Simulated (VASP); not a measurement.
Input of a VASP 6.6.1 run:

Contents of INCAR:

```
SYSTEM = AlN
PREC = Accurate
ENCUT = 520
EDIFF = 1E-7
ISMEAR = 0
SIGMA = 0.05
LREAL = .FALSE.
LASPH = .TRUE.
NELM = 60
ALGO = Normal
ISIF = 2
LWAVE = .FALSE.
LCHARG = .FALSE.
GGA = PE
IBRION = 2
NSW = 50
EDIFFG = -0.01
```

Contents of KPOINTS:

```
regular mesh
0
G
  9 9 6
  0 0 0
```

Contents of POSCAR:

```
AlN
1.0
    3.0986000000      0.0000000000      0.0000000000
   -1.5493000000      2.6834663162      0.0000000000
    0.0000000000      0.0000000000      4.4149000000
Al N
2 2
Direct
    0.3333333333      0.6666666667      0.0017290859
    0.6666666667      0.3333333333      0.5017290859
    0.3333333333      0.6666666667      0.3832709141
    0.6666666667      0.3333333333      0.8832709141
```

Potentials or basis: VASP PAW PBE potentials, release 64 (Al, N).

The run is started by

```console
$ cat potpaw_PBE.64/Al/POTCAR potpaw_PBE.64/N/POTCAR > POTCAR
$ mpirun -np 1 vasp_std > vasp.out
```

Estimate the band gap on the k mesh.

4.41 eV.

Estimate the energy gained by relaxing.

127.0 meV/atom.

The path:
```
step  energy change (eV)  largest force (eV/Å)  pressure (GPa)
   1              0.0000                3.5834           41.54
   2             -0.3386                0.6590           29.76
   3             -0.5080                0.0096           31.98
```

Caveat: an odd mesh through Γ misses points on the zone boundary, where band edges can lie.
